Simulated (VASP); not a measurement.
# SrO (I4/mmm) in VASP: settings compared

Aim: see how the results for SrO move with the level of theory and the settings. Levels: PBE, r2SCAN. Tasks: single point.

All numbers are computed with VASP 6.6.1; they aren't measurements. Logs are shortened: lines on timing, memory, paths and dates and some standing lists are left out, and cuts for length are marked.

## 1. The cell of the first run

It takes space group I4/mmm (No. 139, tetragonal). The conventional cell has a = 3.649 Å, b = 3.649 Å, c = 4.910 Å, α = 90.00°, β = 90.00°, γ = 90.00°. Within 3.2 Å of Sr (site symmetry 4/mmm) lie 6 O at 2.46 to 2.58 Å. O (site symmetry 4/mmm) has 6 Sr at 2.46 to 2.58 Å within 3.2 Å.

## 2. Single point, PBE (uniaxial z strain -4.8%)

File INCAR:

```
  PREC = Accurate
  ENCUT = 520
  EDIFF = 1E-7
  ISMEAR = -1
  SIGMA = 0.02
  LREAL = F
  LASPH = T
  NELM = 60
  ALGO = Normal
  ISIF = 2
  LWAVE = F
  LCHARG = F
  GGA = PE
  NBANDS = 15
```

File KPOINTS:

```
regular mesh
0
Gamma
  8 8 8
```

File POSCAR:

```
SrO
1.0
    0.0000000000      2.5798923266      2.4550255380
    2.5798923266      0.0000000000      2.4550255380
    2.5798923266      2.5798923266      0.0000000000
Sr O
1 1
Direct
    0.0000000000      0.0000000000      0.0000000000
    0.5000000000      0.5000000000      0.5000000000
```

Potentials or basis: VASP PAW PBE potentials, release 64 (Sr_sv, O).

On the command line:

```console
> cat potpaw_PBE.64/Sr_sv/POTCAR potpaw_PBE.64/O/POTCAR > POTCAR
> mpirun -np 1 vasp_std > vasp.out
```

OUTCAR:

```text
PREC = Accurate
   ENCUT = 520
   EDIFF = 1E-7
   ISMEAR = -1
   LREAL = F
   LASPH = T
   NELM = 60
   ISIF = 2
   GGA = PE

 ion  position               nearest neighbor table
   1  0.000  0.000  0.000-   2 2.46   2 2.46   2 2.58   2 2.58   2 2.58   2 2.58
   2  0.500  0.500  0.500-   1 2.46   1 2.46   1 2.58   1 2.58   1 2.58   1 2.58

  LATTYP: Found a body centered tetragonal cell.
 ALAT       =     3.6485187177
 C/A-ratio  =     1.3457656260

  Lattice vectors:

 A1 = (   0.0000000000,  -2.5798923266,  -2.4550255380)
 A2 = (   0.0000000000,   2.5798923266,  -2.4550255380)
 A3 = (   2.5798923266,   0.0000000000,   2.4550255380)

Analysis of symmetry for initial positions (statically):
=====================================================================
 Subroutine PRICEL returns:
 Original cell was already a primitive cell.

 Routine SETGRP: Setting up the symmetry group for a
 body centered tetragonal supercell.

 Subroutine GETGRP returns: Found 16 space group operations
 (whereof 16 operations were pure point group operations)
 out of a pool of 16 trial point group operations.

The static configuration has the point symmetry D_4h.

Analysis of symmetry for dynamics (positions and initial velocities):
=====================================================================
 Subroutine PRICEL returns:
 Original cell was already a primitive cell.

 Routine SETGRP: Setting up the symmetry group for a
 body centered tetragonal supercell.

 Subroutine GETGRP returns: Found 16 space group operations
 (whereof 16 operations were pure point group operations)
 out of a pool of 16 trial point group operations.

The dynamic configuration has the point symmetry D_4h.

 Subroutine INISYM returns: Found 16 space group operations
 (whereof 16 operations are pure point group operations),
 and found     1 'primitive' translations

----------------------------------------------------------------------------------------

                                     Primitive cell

  volume of cell :      32.6805

  direct lattice vectors                    reciprocal lattice vectors
     0.000000000  2.579892327  2.455025538    -0.193806538  0.193806538  0.203663869
     2.579892327  0.000000000  2.455025538     0.193806538 -0.193806538  0.203663869
     2.579892327  2.579892327  0.000000000     0.193806538  0.193806538 -0.203663869

  length of vectors
     3.561319251  3.561319251  3.648518718     0.341468769  0.341468769  0.341468769

  position of ions in fractional coordinates (direct lattice)
     0.000000000  0.000000000  0.000000000
     0.500000000  0.500000000  0.500000000

  ion indices of the primitive-cell ions
   primitive index   ion index
                 1           1
                 2           2

----------------------------------------------------------------------------------------

 KPOINTS: regular mesh

Automatic generation of k-mesh.
 Grid dimensions read from file:
 generate k-points for:    8    8    8

 Generating k-lattice:

  Cartesian coordinates                     Fractional coordinates (reciprocal lattice)
    -0.024225817  0.024225817  0.025457984     0.125000000  0.000000000  0.000000000
     0.024225817 -0.024225817  0.025457984     0.000000000  0.125000000  0.000000000
     0.024225817  0.024225817 -0.025457984     0.000000000  0.000000000  0.125000000

  Length of vectors
     0.042683596  0.042683596  0.042683596

  Shift w.r.t. Gamma in fractional coordinates (k-lattice)
     0.000000000  0.000000000  0.000000000

 Subroutine IBZKPT returns following result:
 ===========================================

 Found     59 irreducible k-points:

 Following reciprocal coordinates:
            Coordinates               Weight
  0.000000  0.000000  0.000000      1.000000
  0.125000  0.000000  0.000000      8.000000
  0.250000  0.000000  0.000000      8.000000
  0.375000  0.000000  0.000000      8.000000
  0.500000  0.000000  0.000000      4.000000
  0.125000  0.125000  0.000000      2.000000
[... 16 lines left out ...]
  0.250000  0.000000  0.125000     16.000000
  0.375000  0.000000  0.125000     16.000000
 [... further k-points ...]
   k-points           NKPTS =     59   k-points in BZ     NKDIM =     59   number of bands    NBANDS=     15
   number of dos      NEDOS =    301   number of ions     NIONS =      2
   total plane-waves  NPLWV =  21952
   dimension x,y,z NGX =    28 NGY =   28 NGZ =   28
   dimension x,y,z NGXF=    56 NGYF=   56 NGZF=   56
   ions per type =               1   1
   NGX,Y,Z   is equivalent  to a cutoff of  13.07, 13.07, 12.76 a.u.
   NGXF,Y,Z  is equivalent  to a cutoff of  26.14, 26.14, 25.52 a.u.
 SYSTEM =  unknown system
   PREC   = accura    normal or accurate (medium, high low for compatibility)
   ISTART =      0    job   : 0-new  1-cont  2-samecut
   ICHARG =      2    charge: 1-file 2-atom 10-const
   ISPIN  =      1    spin polarized calculation?
   LNONCOLLINEAR =      F non collinear calculations
   LSORBIT =      F    spin-orbit coupling
   LASPH  =      T    aspherical Exc in radial PAW
   ENCUT  =  520.0 eV  38.22 Ry    6.18 a.u.   6.62  6.62  6.78*2*pi/ulx,y,z
   NELM   =     60;   NELMIN=  2; NELMDL= -5     # of ELM steps
   EDIFF  = 0.1E-06   stopping-criterion for ELM
   LREAL  =      F    real-space projection
   EDIFFG = 0.1E-05   stopping-criterion for IOM
   NSW    =      0    number of steps for IOM
   IBRION =     -1    ionic relax: 0-MD 1-quasi-New 2-CG
   NFREE  =      0    steps in history (QN), initial steepest desc. (CG)
   ISIF   =      2    stress and relaxation
   ISYM   =      2    0-nonsym 1-usesym 2-fastsym
   POTIM  = 0.5000    time-step for ionic-motion
   TEBEG  =    0.0;   TEEND  =   0.0 temperature during run
   PSTRESS=    0.0 pullay stress
   NELECT =      16.0000    total number of electrons
   NUPDOWN=      -1.0000    fix difference up-down
   EMIN   =  10.00;   EMAX   =-10.00  energy-range for DOS
   EFERMI =   0.00;   METHOD = LEGACY
   ISMEAR =    -1;   SIGMA  =   0.02  broadening in eV -4-tet -1-fermi 0-gaus
   EFERMI_NEDOS =   21; number of points for ismear=-14 and -15
   IALGO  =     38    algorithm
   IMIX   =      4    mixing-type and parameters
     AMIX     =   0.40;   BMIX     =  1.00
     AMIX_MAG =   1.60;   BMIX_MAG =  1.00
  volume/ion in A,a.u.               =      16.34       110.27
  Fermi-wavevector in a.u.,A,eV,Ry     =   1.290283  2.438282 22.651403  1.664831
  Thomas-Fermi vector in A             =   2.422124
   LORBIT       =      0    0 simple, 1 ext, 2 COOP (PROOUT), +10 PAW based schemes
   GGA     = PE    functional components
   LHFCALC =     F    Hartree Fock is set to
   AEXX    =    0.0000 exact exchange contribution
   IVDW    =     0    specifies the selected vdW correction
   LEPSILON=     F    determine dielectric tensor
   LRPA    =     F    only Hartree local field effects (RPA)
 non-spin polarized calculation
  energy-cutoff  :      520.00
  volume of cell :       32.68
 maximum number of plane-waves:       925
 NGX is ok and might be reduce to    28
   NGX = 13   NGY = 13   NGZ = 13

 number of electron      15.9999995 magnetization

 Free energy of the ion-electron system (eV)
  ---------------------------------------------------
  ext. energy  EPLUGINS =         0.00000000
  ---------------------------------------------------
  free energy    TOTEN  =       -11.96495697 eV

  energy without entropy =      -11.96495697  energy(sigma->0) =      -11.96495697

 E-fermi :   2.3995     XC(G=0): -10.2090

 val. band max:        2.0090247808   @ k =   0.0000   0.0000   0.0000
 cond. band min:       4.9698390057   @ k =   0.5000   0.5000   0.0000
 fundamental gap:      2.9608142249
 Fermi energy:         2.3995390776

 k-point     1 :       0.0000    0.0000    0.0000
  band No.  band energies     occupation
      1     -30.3914      2.00000
      2     -13.2914      2.00000
      3     -11.9938      2.00000
      4     -11.9938      2.00000
      5     -11.9783      2.00000
      6       1.7848      2.00000
      7       1.7848      2.00000
      8       2.0090      2.00000
      9       6.0574      0.00000
     10       8.0387      0.00000
     11       8.0387      0.00000
     12       8.4208      0.00000
     13      10.0641      0.00000
     14      10.8596      0.00000
     15      14.7818      0.00000

 k-point     2 :       0.1250    0.0000    0.0000
  band No.  band energies     occupation
      1     -30.3676      2.00000
      2     -13.6659      2.00000
      3     -12.0142      2.00000
      4     -11.9944      2.00000
      5     -11.6635      2.00000
      6       1.3732      2.00000
      7       1.5827      2.00000
      8       1.7298      2.00000
      9       6.7608      0.00000
     10       7.9915      0.00000
     11       8.3779      0.00000
     12       8.6181      0.00000
     13      10.4877      0.00000
     14      11.3150      0.00000
     15      15.8207      0.00000

 k-point     3 :       0.2500    0.0000    0.0000
  band No.  band energies     occupation
      1     -30.3094      2.00000
      2     -14.2748      2.00000
      3     -12.0627      2.00000
      4     -12.0140      2.00000
      5     -11.1809      2.00000
      6       0.5379      2.00000
      7       1.1492      2.00000
      8       1.2187      2.00000
      9       7.9709      0.00000
     10       8.3203      0.00000
     11       9.2929      0.00000
     12       9.4188      0.00000
     13      11.5557      0.00000
     14      12.4236      0.00000
     15      17.8965      0.00000
[... 343 lines left out ...]
 k-point    23 :       0.2500    0.0000    0.1250
  band No.  band energies     occupation
      1     -30.3163      2.00000
      2     -14.0390      2.00000
      3     -12.0956      2.00000
      4     -12.0797      2.00000
      5     -11.4209      2.00000
      6       0.5551      2.00000
      7       1.4385      2.00000
      8       1.6642      2.00000
      9       7.1607      0.00000
     10       7.9356      0.00000
     11       9.5040      0.00000
     12       9.7768      0.00000
     13      11.4204      0.00000
     14      11.9766      0.00000
     15      17.8093      0.00000

 k-point    24 :       0.3750    0.0000    0.1250
  band No.  band energies     occupation
      1     -30.2576      2.00000
      2     -14.4934      2.00000
      3     -12.1600      2.00000
      4     -12.1117      2.00000
      5     -11.1232      2.00000
      6       0.1716      2.00000
      7       0.9543      2.00000
      8       1.1765      2.00000
      9       7.6065      0.00000
     10       9.1892      0.00000
     11      10.4872      0.00000
     12      10.7464      0.00000
     13      12.6568      0.00000
     14      13.0569      0.00000
     15      17.9055      0.00000

 [... further k-points ...]
[... 5 lines left out ...]
  --------------------------------------------------------------------------------------
  -------------------------------------------------------------------------------------
  Total        1.0343788      1.0343788      2.9789086      0.0000000     -0.0000000     -0.0000000
  in kB       50.7108647     50.7108647    146.0422771      0.0000000     -0.0000000     -0.0000000
  external PRESSURE =      82.4880022 kB  Pullay stress =       0.0000000 kB

 VOLUME and BASIS-vectors are now :
 -----------------------------------------------------------------------------
  energy-cutoff  :      520.00
  volume of cell :       32.68
      direct lattice vectors                 reciprocal lattice vectors
     0.000000000  2.579892327  2.455025538    -0.193806538  0.193806538  0.203663869
     2.579892327  0.000000000  2.455025538     0.193806538 -0.193806538  0.203663869
     2.579892327  2.579892327  0.000000000     0.193806538  0.193806538 -0.203663869

 POSITION                                       TOTAL-FORCE (eV/Angst)
 -----------------------------------------------------------------------------------
      0.00000      0.00000      0.00000         0.000000     -0.000000      0.000000
      2.57989      2.57989      2.45503         0.000000      0.000000      0.000000
 -----------------------------------------------------------------------------------
    total drift:                                0.000000      0.000000      0.000000

  FREE ENERGIE OF THE ION-ELECTRON SYSTEM (eV)
  ---------------------------------------------------
  free  energy   TOTEN  =       -11.9649569746 eV

  energy  without entropy=      -11.9649569746  energy(sigma->0) =      -11.96495697
```

It took 49 s on 1 thread of Intel Xeon Platinum 8259CL at 2.50GHz (Skylake/Cascade Lake), shared host; peak memory 0.17 GiB.

What came out:

| Item | Value |
| --- | --- |
| Free energy | -11.9650 eV |
| Pressure | 8.2 GPa |
| Band gap on the k mesh | 2.96 eV, indirect (least direct gap 3.19 eV) |

Caveat: the cell differs from its parent crystal (uniaxial z strain -4.8%).

## 3. Single point, r2SCAN (uniaxial z strain -4.8%)

POSCAR is that of step 2.

File INCAR.step1:

```
SYSTEM = SrO
PREC     = Accurate       ! precision mode
ENCUT    = 520            ! plane-wave cutoff, eV
ISMEAR   = 0              ! smearing method
SIGMA    = 0.01           ! smearing width, eV
LREAL    = .False.        ! projectors in reciprocal space
LASPH    = .True.         ! aspherical terms in the spheres
NELM     = 60             ! most SCF steps
NBANDS   = 15             ! bands
GGA      = PE             ! functional
ALGO     = Normal         ! electronic algorithm
EDIFF    = 1E-4           ! SCF threshold, eV
LWAVE    = .True.         ! write WAVECAR
LCHARG   = .False.        ! write CHGCAR
```

File INCAR.step2:

```
SYSTEM = SrO
PREC     = Accurate       ! precision mode
ENCUT    = 520            ! plane-wave cutoff, eV
EDIFF    = 1E-6           ! SCF threshold, eV
ISMEAR   = 0              ! smearing method
SIGMA    = 0.01           ! smearing width, eV
LREAL    = .False.        ! projectors in reciprocal space
LASPH    = .True.         ! aspherical terms in the spheres
NELM     = 60             ! most SCF steps
ALGO     = Normal         ! electronic algorithm
ISIF     = 2              ! what is computed and relaxed
LWAVE    = .False.        ! write WAVECAR
LCHARG   = .False.        ! write CHGCAR
METAGGA  = R2SCAN         ! meta-GGA
LMIXTAU  = .True.       
NBANDS   = 15             ! bands
ISTART   = 1
```

File KPOINTS:

```
Automatic mesh
0
Gamma
  8 8 8
  0 0 0
```

Potentials or basis: VASP PAW PBE potentials, release 64 (Sr_sv, O).

On the command line:

```console
> cat potpaw_PBE.64/Sr_sv/POTCAR potpaw_PBE.64/O/POTCAR > POTCAR
> cp INCAR.step1 INCAR
> mpirun -np 1 vasp_std > vasp.out
> cp INCAR.step2 INCAR
> mpirun -np 1 vasp_std > vasp.out
```

OUTCAR:

```text
SYSTEM = SrO
   PREC = Accurate
   ENCUT = 520
   EDIFF = 1E-6
   ISMEAR = 0
   LREAL = .False.
   LASPH = .True.
   NELM = 60
   ISIF = 2
   METAGGA = R2SCAN
   ISTART = 1

 ion  position               nearest neighbor table
   1  0.000  0.000  0.000-   2 2.46   2 2.46   2 2.58   2 2.58   2 2.58   2 2.58
   2  0.500  0.500  0.500-   1 2.46   1 2.46   1 2.58   1 2.58   1 2.58   1 2.58

  LATTYP: Found a body centered tetragonal cell.
 ALAT       =     3.6485187177
 C/A-ratio  =     1.3457656260

  Lattice vectors:

 A1 = (   0.0000000000,  -2.5798923266,  -2.4550255380)
 A2 = (   0.0000000000,   2.5798923266,  -2.4550255380)
 A3 = (   2.5798923266,   0.0000000000,   2.4550255380)

Analysis of symmetry for initial positions (statically):
=====================================================================
 Subroutine PRICEL returns:
 Original cell was already a primitive cell.

 Routine SETGRP: Setting up the symmetry group for a
 body centered tetragonal supercell.

 Subroutine GETGRP returns: Found 16 space group operations
 (whereof 16 operations were pure point group operations)
 out of a pool of 16 trial point group operations.

The static configuration has the point symmetry D_4h.

[... 169 lines left out ...]
  band No.  band energies     occupation
      1     -31.7932      2.00000
      2     -14.5521      2.00000
      3     -12.7833      2.00000
      4     -12.7833      2.00000
      5     -12.7607      2.00000
      6       1.4607      2.00000
      7       1.4607      2.00000
      8       1.6834      2.00000
      9       6.4166      0.00000
     10       8.2864      0.00000
     11       8.2864      0.00000
     12       8.6629      0.00000
     13      10.4538      0.00000
     14      11.2768      0.00000
[... 401 lines left out ...]
      2     -15.6136      2.00000
      3     -12.9440      2.00000
      4     -12.8931      2.00000
      5     -12.0528      2.00000
      6      -0.1132      2.00000
      7       0.6427      2.00000
      8       0.8583      2.00000
      9       7.8147      0.00000
     10       9.5270      0.00000
     11      10.8130      0.00000
     12      11.0538      0.00000
     13      13.0900      0.00000
     14      13.5066      0.00000
     15      18.4752      0.00000

 [... further k-points ...]
[... 5 lines left out ...]
  --------------------------------------------------------------------------------------
  -------------------------------------------------------------------------------------
  Total        0.6464623      0.6464623      2.6843646      0.0000000     -0.0000000      0.0000000
  in kB       31.6930906     31.6930906    131.6021289      0.0000000     -0.0000000      0.0000000
  external PRESSURE =      64.9961034 kB  Pullay stress =       0.0000000 kB

 VOLUME and BASIS-vectors are now :
 -----------------------------------------------------------------------------
  energy-cutoff  :      520.00
  volume of cell :       32.68
      direct lattice vectors                 reciprocal lattice vectors
     0.000000000  2.579892327  2.455025538    -0.193806538  0.193806538  0.203663869
     2.579892327  0.000000000  2.455025538     0.193806538 -0.193806538  0.203663869
     2.579892327  2.579892327  0.000000000     0.193806538  0.193806538 -0.203663869

 POSITION                                       TOTAL-FORCE (eV/Angst)
 -----------------------------------------------------------------------------------
      0.00000      0.00000      0.00000         0.000000      0.000000      0.000000
      2.57989      2.57989      2.45503        -0.000000     -0.000000      0.000000
 -----------------------------------------------------------------------------------
    total drift:                                0.000000      0.000000      0.000000

  FREE ENERGIE OF THE ION-ELECTRON SYSTEM (eV)
  ---------------------------------------------------
  free  energy   TOTEN  =       -26.9897106149 eV

  energy  without entropy=      -26.9897106149  energy(sigma->0) =      -26.98971061
```

It took 3.1 min on 1 thread of Intel Xeon Platinum 8259CL at 2.50GHz (Skylake/Cascade Lake), shared host; peak memory 0.18 GiB.

What came out:

```yaml
Free_energy: -26.9897 eV
Pressure: 6.5 GPa
Band_gap_on_the_k_mesh: 3.43 eV, indirect (least direct gap 3.68 eV)
```

Stress tensor (GPa, compression positive):
```
 3.17  0.00  0.00
 0.00  3.17  0.00
 0.00  0.00 13.16
```

Levels at points of the mesh, in eV from the valence-band top:
```tsv
k point	band 4	band 5	band 6	band 7	band 8	band 9	band 10	band 11	band 12	band 13
(0.00, 0.00, 0.00)	-14.47	-14.44	-0.22	-0.22	0.00	4.73	6.60	6.60	6.98	8.77
(0.50, 0.00, 0.00)	-14.51	-13.35	-2.35	-1.38	-1.37	7.13	9.24	9.55	9.62	12.66
(0.50, 0.50, 0.00)	-14.94	-14.94	-0.28	-0.28	-0.26	3.43	8.72	11.02	11.43	11.88
(0.50, 0.00, 0.50)	-14.87	-14.79	-0.61	-0.30	-0.03	3.65	8.62	11.11	11.25	11.56
```

Caveat: the cell differs from its parent crystal (uniaxial z strain -4.8%); the PAW data sets were made with another functional, which shifts forces and pressure a little. A k mesh can miss the band edges.
